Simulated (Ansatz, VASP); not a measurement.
**AlCu3: VASP beside Ansatz**

Contents of INCAR:

```
PREC = Accurate
ENCUT = 520
EDIFF = 1E-6
ISMEAR = 0
SIGMA = 0.15
LREAL = F
LASPH = T
NELM = 80
ALGO = Fast
ISIF = 2
LWAVE = F
LCHARG = F
GGA = PS
NBANDS = 46
```

File KPOINTS:

```
Automatic mesh
0
Gamma
  12 12 10
```

Contents of POSCAR:

```
AlCu3
1.0
    5.1407270496      0.0000000000      0.0000000000
   -2.5703635248      4.4520002189      0.0000000000
    0.0000000000      0.0000000000      4.1787532214
Al Cu
2 6
Direct
    0.6666666667      0.3333333333      0.2500000000
    0.3333333333      0.6666666667      0.7500000000
    0.3306224908      0.1653112454      0.7500000000
    0.8346887546      0.1653112454      0.7500000000
    0.8346887546      0.6693775092      0.7500000000
    0.6693775092      0.8346887546      0.2500000000
    0.1653112454      0.8346887546      0.2500000000
    0.1653112454      0.3306224908      0.2500000000
```

Input for Ansatz:

```yaml
crystal:
  lattice:
    - [5.1407270496, 0.0, 0.0]
    - [-2.5703635248, 4.4520002189, 0.0]
    - [0.0, 0.0, 4.1787532214]
  atoms:
    - { symbol: Al, position: [0.6666666667, 0.3333333333, 0.25] }
    - { symbol: Al, position: [0.3333333333, 0.6666666667, 0.75] }
    - { symbol: Cu, position: [0.3306224908, 0.1653112454, 0.75] }
    - { symbol: Cu, position: [0.8346887546, 0.1653112454, 0.75] }
    - { symbol: Cu, position: [0.8346887546, 0.6693775092, 0.75] }
    - { symbol: Cu, position: [0.6693775092, 0.8346887546, 0.25] }
    - { symbol: Cu, position: [0.1653112454, 0.8346887546, 0.25] }
    - { symbol: Cu, position: [0.1653112454, 0.3306224908, 0.25] }
basis:
  ecutwfc: 420
kpoints:
  mp_grid: { grid: [12, 12, 10] }
hamiltonian:
  xc: pbesol
scf:
  occupations: { method: gaussian, width: 0.15 }
output:
  forces: true
  stress: true
  eigenvalues: true
```

Alike in both runs: task single point; functional PBEsol; k mesh 12 × 12 × 10; occupations gaussian, width 0.15 eV; no spin polarisation.

|  | VASP | Ansatz |
| --- | --- | --- |
| version | VASP 6.6.1 | Ansatz 0.2.0 |
| potentials or method | VASP PAW PBE potentials, release 64 (Al, Cu), cutoff 520 eV | scalar-relativistic, plane waves, PAW |
| valence electrons in the cell | 72 | 120 |

VASP gave:

- gap on the k mesh at the Fermi level (eV): none
- pressure (GPa): 0.5

Question: What did Ansatz give for the same quantities?

Answer: gap on the k mesh at the Fermi level (eV): none; pressure (GPa): 0.0.

VASP's potentials were made for PBE, not for PBEsol. A gap of «none» marks a metal or a gap that the smearing closes. With one functional, cell and mesh, what is left measures potentials, basis and numerics. VASP's potentials hold 72 valence electrons a cell and Ansatz's 120, so a difference there can come from the potentials and not from the codes.
